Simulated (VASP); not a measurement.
# Al27H in VASP: single point with LDA

Aim: the single point of Al27H with LDA.

Everything below comes from runs of VASP 6.6.1. Logs are shortened: lines on timing, memory, paths and dates and some standing lists are left out, and cuts for length are marked.

**1. The cell of the first run**

The cell holds a slab with vacuum, 28 atoms: a = 8.591 Å, b = 8.591 Å, c = 17.677 Å, α = 90.00°, β = 90.00°, γ = 60.00°.

**2. Single point, LDA**

INCAR reads:

```
PREC = Accurate
ENCUT = 520
EDIFF = 1E-7
ISMEAR = -1
SIGMA = 0.15
LREAL = Auto
LASPH = T
NELM = 60
ALGO = Normal
ISIF = 2
LWAVE = F
LCHARG = T
GGA = CA
LELF = T
LVHAR = T
NBANDS = 61
```

KPOINTS reads:

```
Automatic mesh
0
Gamma
  2 2 1
```

POSCAR reads:

```
Al27H
1.0
    8.5913470000      0.0000000000      0.0000000000
    4.2956740000      7.4403250000      0.0000000000
    0.0000000000      0.0000000000     17.6765370000
Al H
27 1
Direct
    0.1111111000      0.1111111000      0.0565722000
    0.4444444000      0.1111111000      0.0565722000
    0.7777778000      0.1111111000      0.0565722000
    0.1111111000      0.4444444000      0.0565722000
    0.4444444000      0.4444444000      0.0565722000
    0.7777778000      0.4444444000      0.0565722000
    0.1111111000      0.7777778000      0.0565722000
    0.4444444000      0.7777778000      0.0565722000
    0.7777778000      0.7777778000      0.0565722000
   -0.1117733500      0.2243488579      0.1860242560
    0.2222498999      0.2222239077      0.1865935752
    0.5541417215      0.2243664747      0.1860204018
   -0.1117851047      0.5541096786      0.1860271937
    0.2243649174      0.5541284701      0.1860094583
    0.5555890247      0.5555516351      0.1867889327
   -0.1110458207      0.8888717704      0.1864006928
    0.2243561460      0.8882042621      0.1860130181
    0.5541380286      0.8881775254      0.1860268048
    0.0051955969      0.0052538492      0.3155877322
    0.3341733351     -0.0019947359      0.3169687050
    0.6560183129      0.0053041868      0.3155416493
   -0.0019836633      0.3342726988      0.3169924151
    0.3342150051      0.3344258979      0.3169598910
    0.6664252215      0.3338111661      0.3165988949
    0.0052393307      0.6560909840      0.3155719011
    0.3337068326      0.6664733557      0.3166040825
    0.6663800648      0.6663724515      0.3165945768
    0.8886053821      0.8888529235      0.3596783750
```

Potentials or basis: VASP PAW LDA potentials, release 64 (Al, H).

On the command line:

```console
$ cat potpaw_LDA.64/Al/POTCAR potpaw_LDA.64/H/POTCAR > POTCAR
$ mpirun -np 1 vasp_std > vasp.out
```

OUTCAR:

```text
PREC = Accurate
   ENCUT = 520
   EDIFF = 1E-7
   ISMEAR = -1
   LREAL = Auto
   LASPH = T
   NELM = 60
   ISIF = 2
   GGA = CA

 ion  position               nearest neighbor table
   1  0.111  0.111  0.057-  17 2.83  10 2.83  11 2.83   8 2.86   6 2.86   3 2.86   2 2.86   4 2.86
                             7 2.86
   2  0.444  0.111  0.057-  12 2.83  18 2.83  11 2.83   4 2.86   1 2.86   8 2.86   5 2.86   9 2.86
                             3 2.86
   3  0.778  0.111  0.057-  16 2.83  12 2.83  10 2.83   7 2.86   1 2.86   9 2.86   6 2.86   5 2.86
                             2 2.86
   4  0.111  0.444  0.057-  14 2.83  13 2.83  11 2.83   2 2.86   6 2.86   5 2.86   1 2.86   9 2.86
                             7 2.86
   5  0.444  0.444  0.057-  14 2.81  12 2.81  15 2.83   4 2.86   2 2.86   3 2.86   7 2.86   6 2.86
                             8 2.86
   6  0.778  0.444  0.057-  10 2.81  13 2.81  15 2.83   1 2.86   4 2.86   3 2.86   8 2.86   5 2.86
                             9 2.86
   7  0.111  0.778  0.057-  16 2.83  14 2.83  17 2.83   3 2.86   9 2.86   8 2.86   1 2.86   5 2.86
                             4 2.86
   8  0.444  0.778  0.057-  17 2.81  18 2.81  15 2.83   1 2.86   7 2.86   2 2.86   6 2.86   9 2.86
                             5 2.86
   9  0.778  0.778  0.057-  16 2.83  18 2.83  13 2.83   7 2.86   3 2.86   2 2.86   4 2.86   8 2.86
[... 22 lines left out ...]
                            23 2.89
  21  0.656  0.005  0.316-  28 1.90  23 2.80  20 2.80  18 2.81  12 2.81  16 2.87  24 2.87  27 2.87
                            19 3.00  25 3.00
  22  0.998  0.334  0.317-  19 2.80  25 2.80  10 2.83  13 2.83  11 2.85  24 2.85  27 2.85  20 2.89
                            23 2.89
  23  0.334  0.334  0.317-  25 2.80  21 2.80  14 2.83  12 2.83  11 2.84  26 2.85  24 2.85  22 2.89
                            20 2.89
  24  0.666  0.334  0.317-  15 2.83  12 2.84  10 2.84  22 2.85  23 2.85  27 2.86  26 2.86  19 2.87
                            21 2.87
  25  0.005  0.656  0.316-  28 1.90  23 2.80  22 2.80  13 2.81  14 2.81  16 2.87  26 2.87  27 2.87
                            19 3.00  21 3.00
  26  0.334  0.666  0.317-  15 2.83  14 2.84  17 2.84  20 2.85  23 2.85  27 2.86  24 2.86  19 2.87
                            25 2.87
  27  0.666  0.666  0.317-  15 2.83  18 2.84  13 2.84  22 2.85  20 2.85  24 2.86  26 2.86  25 2.87
                            21 2.87
  28  0.889  0.889  0.360-  21 1.90  25 1.90  19 1.90

  LATTYP: Found a hexagonal cell.
 ALAT       =     8.5913474624
 C/A-ratio  =     2.0574813296

  Lattice vectors:

 A1 = (  -4.2956740000,  -7.4403250000,   0.0000000000)
 A2 = (   8.5913470000,   0.0000000000,   0.0000000000)
 A3 = (   0.0000000000,   0.0000000000,  17.6765370000)

Analysis of symmetry for initial positions (statically):
=====================================================================
 Subroutine PRICEL returns:
 Original cell was already a primitive cell.

 Routine SETGRP: Setting up the symmetry group for a
 hexagonal supercell.

 Subroutine GETGRP returns: Found  1 space group operations
 (whereof  1 operations were pure point group operations)
 out of a pool of 24 trial point group operations.

The static configuration has the point symmetry C_1 .

Analysis of symmetry for dynamics (positions and initial velocities):
=====================================================================
 Subroutine PRICEL returns:
 Original cell was already a primitive cell.

 Routine SETGRP: Setting up the symmetry group for a
 hexagonal supercell.

 Subroutine GETGRP returns: Found  1 space group operations
 (whereof  1 operations were pure point group operations)
 out of a pool of 24 trial point group operations.

The dynamic configuration has the point symmetry C_1 .

 Subroutine INISYM returns: Found  1 space group operations
 (whereof  1 operations are pure point group operations),
 and found     1 'primitive' translations

----------------------------------------------------------------------------------------

                                     Primitive cell

  volume of cell :    1129.9269

  direct lattice vectors                    reciprocal lattice vectors
     8.591347000  0.000000000  0.000000000     0.116396183 -0.067201373  0.000000000
     4.295674000  7.440325000  0.000000000     0.000000000  0.134402731  0.000000000
     0.000000000  0.000000000 17.676537000     0.000000000  0.000000000  0.056572167

  length of vectors
     8.591347000  8.591347462 17.676537000     0.134402738  0.134402731  0.056572167

  position of ions in fractional coordinates (direct lattice)
     0.111111100  0.111111100  0.056572200
     0.444444400  0.111111100  0.056572200
     0.777777800  0.111111100  0.056572200
     0.111111100  0.444444400  0.056572200
     0.444444400  0.444444400  0.056572200
     0.777777800  0.444444400  0.056572200
[... 20 lines left out ...]
     0.666380065  0.666372452  0.316594577
     0.888605382  0.888852923  0.359678375

  ion indices of the primitive-cell ions
   primitive index   ion index
                 1           1
                 2           2
                 3           3
                 4           4
                 5           5
                 6           6
[... 20 lines left out ...]
                27          27
                28          28

----------------------------------------------------------------------------------------

 KPOINTS: Automatic mesh

Automatic generation of k-mesh.
 Grid dimensions read from file:
 generate k-points for:    2    2    1

 Generating k-lattice:

  Cartesian coordinates                     Fractional coordinates (reciprocal lattice)
     0.058198092 -0.033600687  0.000000000     0.500000000  0.000000000  0.000000000
     0.000000000  0.067201366  0.000000000     0.000000000  0.500000000  0.000000000
     0.000000000  0.000000000  0.056572167     0.000000000  0.000000000  1.000000000

  Length of vectors
     0.067201369  0.067201366  0.056572167

  Shift w.r.t. Gamma in fractional coordinates (k-lattice)
     0.000000000  0.000000000  0.000000000

 Subroutine IBZKPT returns following result:
 ===========================================

 Found      4 irreducible k-points:

 Following reciprocal coordinates:
            Coordinates               Weight
  0.000000  0.000000  0.000000      1.000000
  0.500000  0.000000  0.000000      1.000000
  0.500000  0.500000  0.000000      1.000000
  0.000000  0.500000  0.000000      1.000000
   k-points           NKPTS =      4   k-points in BZ     NKDIM =      4   number of bands    NBANDS=     61
   number of dos      NEDOS =    301   number of ions     NIONS =     28
   total plane-waves  NPLWV = 573440
   dimension x,y,z NGX =    64 NGY =   64 NGZ =  140
   dimension x,y,z NGXF=   128 NGYF=  128 NGZF=  280
   ions per type =              27   1
   NGX,Y,Z   is equivalent  to a cutoff of  12.38, 12.38, 13.17 a.u.
   NGXF,Y,Z  is equivalent  to a cutoff of  24.77, 24.77, 26.33 a.u.
 SYSTEM =  unknown system
   PREC   = accura    normal or accurate (medium, high low for compatibility)
   ISTART =      0    job   : 0-new  1-cont  2-samecut
   ICHARG =      2    charge: 1-file 2-atom 10-const
   ISPIN  =      1    spin polarized calculation?
   LNONCOLLINEAR =      F non collinear calculations
   LSORBIT =      F    spin-orbit coupling
   LASPH  =      T    aspherical Exc in radial PAW
   ENCUT  =  520.0 eV  38.22 Ry    6.18 a.u.  15.97 15.97 32.87*2*pi/ulx,y,z
   NELM   =     60;   NELMIN=  2; NELMDL= -5     # of ELM steps
   EDIFF  = 0.1E-06   stopping-criterion for ELM
   LREAL  =      T    real-space projection
   EDIFFG = 0.1E-05   stopping-criterion for IOM
   NSW    =      0    number of steps for IOM
   IBRION =     -1    ionic relax: 0-MD 1-quasi-New 2-CG
   NFREE  =      0    steps in history (QN), initial steepest desc. (CG)
   ISIF   =      2    stress and relaxation
   ISYM   =      2    0-nonsym 1-usesym 2-fastsym
   POTIM  = 0.5000    time-step for ionic-motion
   TEBEG  =    0.0;   TEEND  =   0.0 temperature during run
   PSTRESS=    0.0 pullay stress
   NELECT =      82.0000    total number of electrons
   NUPDOWN=      -1.0000    fix difference up-down
   EMIN   =  10.00;   EMAX   =-10.00  energy-range for DOS
   EFERMI =   0.00;   METHOD = LEGACY
   ISMEAR =    -1;   SIGMA  =   0.15  broadening in eV -4-tet -1-fermi 0-gaus
   EFERMI_NEDOS =   21; number of points for ismear=-14 and -15
   IALGO  =     38    algorithm
   IMIX   =      4    mixing-type and parameters
     AMIX     =   0.40;   BMIX     =  1.00
     AMIX_MAG =   1.60;   BMIX_MAG =  1.00
  volume/ion in A,a.u.               =      40.35       272.33
  Fermi-wavevector in a.u.,A,eV,Ry     =   0.682856  1.290411  6.344298  0.466293
  Thomas-Fermi vector in A             =   1.762051
   LORBIT       =      0    0 simple, 1 ext, 2 COOP (PROOUT), +10 PAW based schemes
   GGA     = CA    functional components
   LHFCALC =     F    Hartree Fock is set to
   AEXX    =    0.0000 exact exchange contribution
   IVDW    =     0    specifies the selected vdW correction
   LEPSILON=     F    determine dielectric tensor
   LRPA    =     F    only Hartree local field effects (RPA)
 non-spin polarized calculation
  energy-cutoff  :      520.00
  volume of cell :     1129.93
 maximum number of plane-waves:     30408
 NGX is ok and might be reduce to    64
   NGX = 31   NGY = 31   NGZ = 65

 number of electron      82.0000000 magnetization

 Free energy of the ion-electron system (eV)
  ---------------------------------------------------
  ext. energy  EPLUGINS =         0.00000000
  ---------------------------------------------------
  free energy    TOTEN  =      -109.74421621 eV

  energy without entropy =     -108.64187561  energy(sigma->0) =     -109.19304591

 E-fermi :   0.4147     XC(G=0):  -5.1036

 val. band max:        0.4111184008   @ k =   0.0000   0.0000   0.0000
 cond. band min:       0.4474919666   @ k =   0.0000   0.0000   0.0000
 fundamental gap:      0.0363735658
 Fermi energy:         0.4146546768

 k-point     1 :       0.0000    0.0000    0.0000
  band No.  band energies     occupation
      1      -9.9676      2.00000
      2      -8.3407      2.00000
      3      -7.5150      2.00000
      4      -7.3332      2.00000
      5      -7.3327      2.00000
      6      -7.3022      2.00000
[... 45 lines left out ...]
     52       2.0742      0.00003
     53       2.0750      0.00003

 k-point     2 :       0.5000    0.0000    0.0000
  band No.  band energies     occupation
      1      -9.3307      2.00000
      2      -9.2862      2.00000
      3      -8.0880      2.00000
      4      -7.9675      2.00000
      5      -7.7417      2.00000
      6      -7.5186      2.00000
[... 45 lines left out ...]
     52       2.3341      0.00001
     53       2.6823      0.00000

 k-point     3 :       0.5000    0.5000    0.0000
  band No.  band energies     occupation
      1      -9.3307      2.00000
      2      -9.2862      2.00000
      3      -8.0881      2.00000
      4      -7.9674      2.00000
      5      -7.7416      2.00000
      6      -7.5187      2.00000
[... 45 lines left out ...]
     52       2.3339      0.00001
     53       2.6822      0.00000

 k-point     4 :       0.0000    0.5000    0.0000
  band No.  band energies     occupation
      1      -9.3307      2.00000
      2      -9.2862      2.00000
      3      -8.0881      2.00000
      4      -7.9674      2.00000
      5      -7.7416      2.00000
      6      -7.5187      2.00000
[... 45 lines left out ...]
     52       2.3339      0.00001
     53       2.6821      0.00000
 [bands above 53 left out]

------------------------ aborting loop because EDIFF is reached ----------------------------------------

  FORCE on cell =-STRESS in cart. coord.  units (eV):
  Direction    XX          YY          ZZ          XY          YZ          ZX
  --------------------------------------------------------------------------------------
  -------------------------------------------------------------------------------------
  Total      -16.4661045    -16.4665063      0.1628968      0.0065302     -0.0011266      0.0027436
  in kB      -23.3480758    -23.3486456      0.2309791      0.0092594     -0.0015975      0.0038903
  external PRESSURE =     -15.4885808 kB  Pullay stress =       0.0000000 kB

 VOLUME and BASIS-vectors are now :
 -----------------------------------------------------------------------------
  energy-cutoff  :      520.00
  volume of cell :     1129.93
      direct lattice vectors                 reciprocal lattice vectors
     8.591347000  0.000000000  0.000000000     0.116396183 -0.067201373  0.000000000
     4.295674000  7.440325000  0.000000000     0.000000000  0.134402731  0.000000000
     0.000000000  0.000000000 17.676537000     0.000000000  0.000000000  0.056572167

 POSITION                                       TOTAL-FORCE (eV/Angst)
 -----------------------------------------------------------------------------------
      1.43189      0.82670      1.00000         0.019622      0.011570     -0.001355
      4.29567      0.82670      1.00000        -0.018192      0.009242     -0.000242
      7.15946      0.82670      1.00000        -0.001460      0.001111      0.030856
      2.86378      3.30681      1.00000        -0.001301     -0.020508     -0.000688
      5.72756      3.30681      1.00000         0.019560      0.011426     -0.038063
      8.59135      3.30681      1.00000        -0.018450      0.010967     -0.038673
[... 20 lines left out ...]
      8.58762      4.95803      5.59630         0.005863      0.004229      0.006250
     11.45254      6.61335      6.35787         0.000357      0.000063      0.012906
 -----------------------------------------------------------------------------------
    total drift:                                0.002649      0.000027      0.001461

  FREE ENERGIE OF THE ION-ELECTRON SYSTEM (eV)
  ---------------------------------------------------
  free  energy   TOTEN  =      -109.7442162132 eV

  energy  without entropy=     -108.6418756109  energy(sigma->0) =     -109.19304591
```

Run time: 18 min. Hardware: 1 thread of AMD EPYC 7R13, shared host; peak memory 0.74 GiB.

What came out:

| Quantity | Value |
| --- | --- |
| Free energy | -109.7442 eV |
| Largest force | 0.044 eV/Å |
| Band gap on the k mesh | zero (bands 41 and 42 overlap by 0.03 eV) |

Forces in eV/Å, atoms in the order of the input:
```
Al   0.020  0.012 -0.001
Al  -0.018  0.009  0.000
Al  -0.001  0.001  0.031
Al  -0.001 -0.021 -0.001
Al   0.020  0.011 -0.038
Al  -0.018  0.011 -0.039
Al   0.000 -0.002  0.030
Al   0.000 -0.022 -0.039
Al  -0.001  0.000  0.031
Al  -0.010 -0.007 -0.004
Al   0.000  0.000  0.000
Al   0.008 -0.008 -0.004
Al   0.003  0.012 -0.004
Al  -0.002  0.011 -0.003
Al  -0.001 -0.001  0.000
Al  -0.003  0.000 -0.004
Al  -0.011 -0.005 -0.004
Al   0.012 -0.003 -0.004
Al  -0.007 -0.004  0.006
Al   0.005  0.005  0.004
Al   0.003  0.001  0.005
Al   0.004 -0.001  0.003
Al  -0.005 -0.006  0.004
Al  -0.002 -0.005  0.006
Al   0.002  0.005  0.003
Al  -0.004  0.001  0.005
Al   0.006  0.004  0.006
H    0.000  0.000  0.013
```

Caveat: the k points lie up to 0.42 Å⁻¹ apart; there is no dipole correction, which matters where the two faces differ.

The gap in the log of VASP goes by the Fermi energy; the results here count the filled bands.